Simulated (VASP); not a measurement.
Ti2GeN4:

```
Ti Ge N
1.0
     4.22136   -2.64852    0.00000
     4.22136    2.64852    0.00000
    -0.07249    0.00000    3.80915
Ti Ge N
2 1 4
Direct
  0.34892 0.34892 0.28010
  0.65108 0.65108 0.71990
  0.00000 0.00000 0.00000
  0.13046 0.65306 0.77830
  0.34694 0.86954 0.22170
  0.86954 0.34694 0.22170
  0.65306 0.13046 0.77830
```

- Program: VASP 6.6.1
- Task: relaxation of cell and atoms
- Functional: PBEsol
- Potentials or basis: VASP PAW PBE potentials, release 64 (Ti_sv, Ge_d, N)
- Cutoff: 600 eV
- k mesh: 6 × 6 × 6
- Occupations: fermi-dirac, width 0.03 eV
- Spin: no spin polarisation

At the start: pressure -16.8 GPa; volume 12.17 Å³/atom.

Question: How do energy, volume and symmetry change on relaxing?

Answer: Over 29 steps the energy falls by 806.0 meV/atom and the volume is 10.64 Å³/atom (-12.6 %); space group C2/m (No. 12, to 0.05 Å).

The path:
```tsv
step	energy change (eV)	largest force (eV/Å)	pressure (GPa)	volume (Å³)
1	0.0000	4.5353	-16.76	85.18
2	-3.1843	1.4346	-4.05	70.20
3	-3.2119	1.3873	-7.07	71.35
4	-3.5833	1.3402	19.92	65.01
5	-3.6150	1.4487	13.35	66.26
6	-4.0588	1.0118	15.06	66.47
7	-4.4204	1.4521	25.32	66.67
8	-4.6771	1.6203	20.78	68.06
9	-4.9757	2.3079	10.28	72.14
10	-5.2322	1.5243	5.54	72.88
11	-5.5205	0.4524	-5.29	75.09
12	-5.5656	0.3887	-3.28	74.40
13	-5.5986	0.3413	0.45	73.22
14	-5.5987	0.3474	0.76	73.13
15	-5.6084	0.2730	0.63	73.18
16	-5.6228	0.1195	0.27	73.33
17	-5.6231	0.1167	0.22	73.36
18	-5.6265	0.0871	0.21	73.46
19	-5.6332	0.0831	0.18	73.74
20	-5.6334	0.2810	0.12	74.30
21	-5.6353	0.1846	0.15	74.04
22	-5.6383	0.1170	0.03	74.18
23	-5.6410	0.0843	-0.26	74.53
24	-5.6411	0.0834	-0.22	74.48
25	-5.6419	0.0364	-0.08	74.46
26	-5.6422	0.0168	0.06	74.43
27	-5.6422	0.0110	0.01	74.46
28	-5.6422	0.0134	-0.04	74.48
29	-5.6423	0.0042	0.02	74.47
```

Final structure:
```yaml
crystal:
  lattice:
    - [4.89530, -2.54614, -0.15220]
    - [4.89530, 2.54614, -0.15220]
    - [-0.21372, 0.00000, 2.99408]
  atoms:
    - { symbol: Ti, position: [0.30639, 0.30639, 0.27782] }
    - { symbol: Ti, position: [0.69361, 0.69361, 0.72218] }
    - { symbol: Ge, position: [0.00000, 0.00000, 0.00000] }
    - { symbol: N, position: [0.10628, 0.61846, 0.78605] }
    - { symbol: N, position: [0.38154, 0.89372, 0.21395] }
    - { symbol: N, position: [0.89372, 0.38154, 0.21395] }
    - { symbol: N, position: [0.61846, 0.10628, 0.78605] }
```

Caveat: the PAW data sets were made with another functional, which shifts forces and pressure a little.
